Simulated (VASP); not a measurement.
A run of VASP 6.6.1 is set up as follows.

INCAR

```
  PREC = Accurate
  ENCUT = 520
  EDIFF = 1E-6
  ISMEAR = 0
  SIGMA = 0.1
  LREAL = False
  LASPH = True
  NELM = 60
  ALGO = Normal
  ISIF = 2
  LWAVE = False
  LCHARG = False
  GGA = PE
  NBANDS = 30
```

File KPOINTS:

```
regular mesh
0
Gamma
  6 6 6
```

POSCAR

```
ZrSi7
1.0
    5.2184268409      0.0000000000      0.0000000000
   -2.6092134204      4.5192902120      0.0000000000
    0.0000000000      0.0000000000      5.2179000505
Zr Si
1 7
Direct
    0.0000000000      0.0000000000      0.5000000000
    0.5000000000      0.0000000000      0.7588662418
    0.0000000000      0.5000000000      0.7588662418
    0.5000000000      0.5000000000      0.7588662418
    0.5000000000      0.0000000000      0.2411337582
    0.0000000000      0.5000000000      0.2411337582
    0.5000000000      0.5000000000      0.2411337582
    0.0000000000      0.0000000000      0.0000000000
```

Potentials or basis: VASP PAW PBE potentials, release 64 (Zr_sv, Si).

Launch:

```bash
$ cat potpaw_PBE.64/Zr_sv/POTCAR potpaw_PBE.64/Si/POTCAR > POTCAR
$ mpirun -np 1 vasp_std > vasp.out
```

Question: What does it give for the pressure?

Answer: 0.0 GPa.

Question: Estimate the band gap on the k mesh.

Answer: Zero (band 20 reaches 11.25 eV, above the bottom of band 21 at 9.31 eV).

Forces on the atoms (eV/Å):
```
Zr   0.000  0.000  0.000
Si   0.000  0.000  0.003
Si   0.000  0.000  0.003
Si   0.000  0.000  0.003
Si   0.000  0.000 -0.003
Si   0.000  0.000 -0.003
Si   0.000  0.000 -0.003
Si   0.000  0.000  0.000
```
